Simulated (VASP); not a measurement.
Input of a VASP 6.6.1 run:

File INCAR:

```
PREC = Accurate
ENCUT = 520
EDIFF = 1E-7
ISMEAR = -1
SIGMA = 0.05
LREAL = Auto
LASPH = True
NELM = 80
ALGO = Normal
ISIF = 2
LWAVE = False
LCHARG = False
GGA = PE
IVDW = 12
NBANDS = 56
```

KPOINTS

```
Automatic mesh
0
Gamma
  2 2 1
```

The input POSCAR:

```
HC18Cl
1.0
    7.3980000000      0.0000000000      0.0000000000
   -3.6990000000      6.4068560000      0.0000000000
    0.0000000000      0.0000000000     13.0000000000
C Cl H
18 1 1
Direct
    0.0027010312     -0.0064930443      0.0807461538
    0.2169844788      0.1030146456      0.0745000000
   -0.0020792105      0.3171446338      0.0625153846
    0.2132620880      0.4277136867      0.0775153846
    0.0058259155      0.6563125502      0.0755923077
    0.2217259594      0.7594832785      0.0683076923
    0.3366616554     -0.0197288655      0.0618461538
    0.5501764663      0.0961626108      0.0627923077
    0.3304686875      0.3259008787      0.0815384615
    0.5593234318      0.4432751415      0.0793769231
    0.3314381236      0.6444658659      0.0874000000
    0.5451397941      0.7651646923      0.0920538462
    0.6637150101     -0.0118779008      0.0768384615
    0.8705014219      0.0914489104      0.0701384615
    0.6713337744      0.3275553563      0.0701384615
    0.9023524744      0.4327395528      0.0695615385
    0.6684308908      0.6723578616      0.0896384615
    0.8843544864      0.7703310329      0.0861000000
    1.0290293823      0.2338900703      0.3390230769
    1.0607164005      0.0657420738      0.3559153846
```

Potentials or basis: VASP PAW PBE potentials, release 64 (C, Cl, H).

Run with:

```console
$ cat potpaw_PBE.64/C/POTCAR potpaw_PBE.64/Cl/POTCAR potpaw_PBE.64/H/POTCAR > POTCAR
$ mpirun -np 1 vasp_std > vasp.out
```

Problem. Estimate the dispersion energy per atom.

Solution. -0.087 eV.

Problem. Estimate the band gap on the k mesh.

Solution. 0.27 eV.

Problem. Estimate the largest force.

Solution. 5.909 eV/Å.

Forces in eV/Å, atoms in the order of the input:
```
C   -2.379 -1.184 -0.298
C    3.155 -0.747 -0.471
C    0.338 -1.086  0.797
C    1.740 -0.504  0.302
C   -1.837 -0.309 -0.011
C    0.418  0.668  1.016
C   -3.662  1.848  1.016
C    0.912  2.199  0.763
C    2.263 -0.601 -0.767
C   -0.276 -0.939  0.408
C   -2.930  1.802 -1.467
C    1.413  1.268 -0.416
C   -3.067 -1.517 -0.248
C    5.414  2.338  0.367
C   -0.037 -0.251 -0.152
C   -5.745  0.709  0.115
C    1.539 -3.996 -0.184
C    2.746  0.301 -0.764
Cl   1.498 -1.891  0.400
H   -1.503  1.893 -0.405
```

Caveat: the k points lie up to 0.49 Å⁻¹ apart; there is no dipole correction, which matters where the two faces differ; semilocal functionals underestimate gaps, and a narrow one can read as zero.
